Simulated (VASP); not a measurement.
# Sc (P6_3/mmc) in VASP: settings compared

The runs below take Sc through single point, with PBE, r2SCAN.

Program: VASP 6.6.1. These are calculated values, not measurements. Logs are shortened: lines on timing, memory, paths and dates and some standing lists are left out, and cuts for length are marked.

### Step 1. The cell of the first run

The structure is hexagonal, space group P6_3/mmc (No. 194). The conventional cell has a = 3.312 Å, b = 3.312 Å, c = 5.161 Å, α = 90.00°, β = 90.00°, γ = 120.00°. Sc (site symmetry -6m2) has 12 Sc at 3.21 to 3.31 Å within 4.2 Å.

### Step 2. Single point, PBE

INCAR reads:

```
SYSTEM = Sc
PREC = Accurate
ENCUT = 500
EDIFF = 1E-6
ISMEAR = 0
SIGMA = 0.05
LREAL = .FALSE.
LASPH = .TRUE.
NELM = 120
ALGO = Normal
ISIF = 2
LWAVE = .FALSE.
LCHARG = .FALSE.
GGA = PE
NBANDS = 18
GGA_COMPAT = .FALSE.
```

KPOINTS reads:

```
Automatic mesh
0
G
  8 8 4
  0 0 0
```

POSCAR reads:

```
Sc
1.0
    3.3120324484      0.0000000000      0.0000000000
   -1.6560162242      2.8683042385      0.0000000000
    0.0000000000      0.0000000000      5.1605663561
Sc
2
Direct
    0.3333333333      0.6666666667      0.7500000000
    0.6666666667      0.3333333333      0.2500000000
```

Potentials or basis: VASP PAW PBE potentials, release 64 (Sc_sv).

Run with:

```bash
$ cat potpaw_PBE.64/Sc_sv/POTCAR > POTCAR
$ mpirun -np 1 vasp_std > vasp.out
```

OUTCAR:

```text
SYSTEM = Sc
   PREC = Accurate
   ENCUT = 500
   EDIFF = 1E-6
   ISMEAR = 0
   LREAL = .FALSE.
   LASPH = .TRUE.
   NELM = 120
   ISIF = 2
   GGA = PE

 ion  position               nearest neighbor table
   1  0.333  0.667  0.750-   2 3.21   2 3.21   2 3.21   2 3.21   2 3.21   2 3.21
   2  0.667  0.333  0.250-   1 3.21   1 3.21   1 3.21   1 3.21   1 3.21   1 3.21

  LATTYP: Found a hexagonal cell.
 ALAT       =     3.3120324484
 C/A-ratio  =     1.5581267504

  Lattice vectors:

 A1 = (   3.3120324484,   0.0000000000,   0.0000000000)
 A2 = (  -1.6560162242,   2.8683042385,   0.0000000000)
 A3 = (   0.0000000000,   0.0000000000,   5.1605663561)

Analysis of symmetry for initial positions (statically):
=====================================================================
 Subroutine PRICEL returns:
 Original cell was already a primitive cell.

 Routine SETGRP: Setting up the symmetry group for a
 hexagonal supercell.

 Subroutine GETGRP returns: Found 24 space group operations
 (whereof 12 operations were pure point group operations)
 out of a pool of 24 trial point group operations.

The static configuration has the point symmetry D_3d.
 The point group associated with its full space group is D_6h.

Analysis of symmetry for dynamics (positions and initial velocities):
=====================================================================
 Subroutine PRICEL returns:
 Original cell was already a primitive cell.

 Routine SETGRP: Setting up the symmetry group for a
 hexagonal supercell.

 Subroutine GETGRP returns: Found 24 space group operations
 (whereof 12 operations were pure point group operations)
 out of a pool of 24 trial point group operations.

The dynamic configuration has the point symmetry D_3d.
 The point group associated with its full space group is D_6h.

 Subroutine INISYM returns: Found 24 space group operations
 (whereof 12 operations are pure point group operations),
 and found     1 'primitive' translations

----------------------------------------------------------------------------------------

                                     Primitive cell

  volume of cell :      49.0250

  direct lattice vectors                    reciprocal lattice vectors
     3.312032448  0.000000000  0.000000000     0.301929409  0.174319026  0.000000000
    -1.656016224  2.868304238  0.000000000     0.000000000  0.348638051  0.000000000
     0.000000000  0.000000000  5.160566356     0.000000000  0.000000000  0.193777181

  length of vectors
     3.312032448  3.312032448  5.160566356     0.348638051  0.348638051  0.193777181

[... 74 lines left out ...]
   ISPIN  =      1    spin polarized calculation?
   LNONCOLLINEAR =      F non collinear calculations
   LSORBIT =      F    spin-orbit coupling
   LASPH  =      T    aspherical Exc in radial PAW
   ENCUT  =  500.0 eV  36.75 Ry    6.06 a.u.   6.04  6.04  9.41*2*pi/ulx,y,z
   NELM   =    120;   NELMIN=  2; NELMDL= -5     # of ELM steps
   EDIFF  = 0.1E-05   stopping-criterion for ELM
   LREAL  =      F    real-space projection
   EDIFFG = 0.1E-04   stopping-criterion for IOM
   NSW    =      0    number of steps for IOM
   IBRION =     -1    ionic relax: 0-MD 1-quasi-New 2-CG
   NFREE  =      0    steps in history (QN), initial steepest desc. (CG)
   ISIF   =      2    stress and relaxation
   ISYM   =      2    0-nonsym 1-usesym 2-fastsym
   POTIM  = 0.5000    time-step for ionic-motion
   TEBEG  =    0.0;   TEEND  =   0.0 temperature during run
   PSTRESS=    0.0 pullay stress
   NELECT =      22.0000    total number of electrons
   NUPDOWN=      -1.0000    fix difference up-down
   EMIN   =  10.00;   EMAX   =-10.00  energy-range for DOS
   EFERMI =   0.00;   METHOD = LEGACY
   ISMEAR =     0;   SIGMA  =   0.05  broadening in eV -4-tet -1-fermi 0-gaus
   EFERMI_NEDOS =   21; number of points for ismear=-14 and -15
   IALGO  =     38    algorithm
   IMIX   =      4    mixing-type and parameters
     AMIX     =   0.40;   BMIX     =  1.00
     AMIX_MAG =   1.60;   BMIX_MAG =  1.00
  volume/ion in A,a.u.               =      24.51       165.42
  Fermi-wavevector in a.u.,A,eV,Ry     =   1.253362  2.368512 21.373628  1.570917
  Thomas-Fermi vector in A             =   2.387219
   LORBIT       =      0    0 simple, 1 ext, 2 COOP (PROOUT), +10 PAW based schemes
   GGA     = PE    functional components
   LHFCALC =     F    Hartree Fock is set to
   AEXX    =    0.0000 exact exchange contribution
   IVDW    =     0    specifies the selected vdW correction
   LEPSILON=     F    determine dielectric tensor
   LRPA    =     F    only Hartree local field effects (RPA)
 non-spin polarized calculation
 Gauss-broadening in eV      SIGMA  =   0.05
  energy-cutoff  :      500.00
  volume of cell :       49.02
 maximum number of plane-waves:      1262
   NGX = 13   NGY = 13   NGZ = 19

 number of electron      22.0000000 magnetization

 Free energy of the ion-electron system (eV)
  ---------------------------------------------------
  ext. energy  EPLUGINS =         0.00000000
  ---------------------------------------------------
  free energy    TOTEN  =       -12.51052065 eV

  energy without entropy =      -12.50696917  energy(sigma->0) =      -12.50874491

 E-fermi :   3.7197     XC(G=0):  -9.8991

 val. band max:        3.7185791912   @ k =   0.2500   0.1250   0.0000
 cond. band min:       3.7287036704   @ k =   0.1250   0.1250   0.2500
 fundamental gap:      0.0101244793
 Fermi energy:         3.7196851341

 k-point     1 :       0.0000    0.0000    0.0000
  band No.  band energies     occupation
      1     -45.6935      2.00000
      2     -45.6210      2.00000
      3     -24.5175      2.00000
      4     -24.1844      2.00000
      5     -24.1844      2.00000
      6     -24.1168      2.00000
[... 481 lines left out ...]
      5     -24.2035      2.00000
      6     -24.2035      2.00000
[... 10 lines left out ...]
     17       7.3601      0.00000
     18       7.4754      0.00000

 [... further k-points ...]
[... 5 lines left out ...]
  --------------------------------------------------------------------------------------
  -------------------------------------------------------------------------------------
  Total        0.0877689      0.0877689      0.0127809      0.0000000      0.0000000     -0.0000000
  in kB        2.8683629      2.8683629      0.4176914      0.0000000      0.0000000     -0.0000000
  external PRESSURE =       2.0514724 kB  Pullay stress =       0.0000000 kB

 VOLUME and BASIS-vectors are now :
 -----------------------------------------------------------------------------
  energy-cutoff  :      500.00
  volume of cell :       49.02
      direct lattice vectors                 reciprocal lattice vectors
     3.312032448  0.000000000  0.000000000     0.301929409  0.174319026  0.000000000
    -1.656016224  2.868304238  0.000000000     0.000000000  0.348638051  0.000000000
     0.000000000  0.000000000  5.160566356     0.000000000  0.000000000  0.193777181

 POSITION                                       TOTAL-FORCE (eV/Angst)
 -----------------------------------------------------------------------------------
     -0.00000      1.91220      3.87042        -0.000000      0.000000      0.000000
      1.65602      0.95610      1.29014         0.000000     -0.000000      0.000000
 -----------------------------------------------------------------------------------
    total drift:                               -0.000000      0.000000     -0.000000

  FREE ENERGIE OF THE ION-ELECTRON SYSTEM (eV)
  ---------------------------------------------------
  free  energy   TOTEN  =       -12.5105206481 eV

  energy  without entropy=      -12.5069691654  energy(sigma->0) =      -12.50874491
```

Run time: 15 s. Hardware: 1 thread of AMD EPYC 9R14 (Zen 4), shared host; peak memory 0.13 GiB.

What came out:

```yaml
Free_energy: -12.5105 eV
Pressure: 0.2 GPa
Band_gap_on_the_k_mesh: zero (band 11 reaches 4.69 eV, above the bottom of band 12 at 3.20 eV)
```

Stress tensor (GPa, compression positive):
```
0.29 0.00 0.00
0.00 0.29 0.00
0.00 0.00 0.04
```

(Continued in part 2 of 2.)
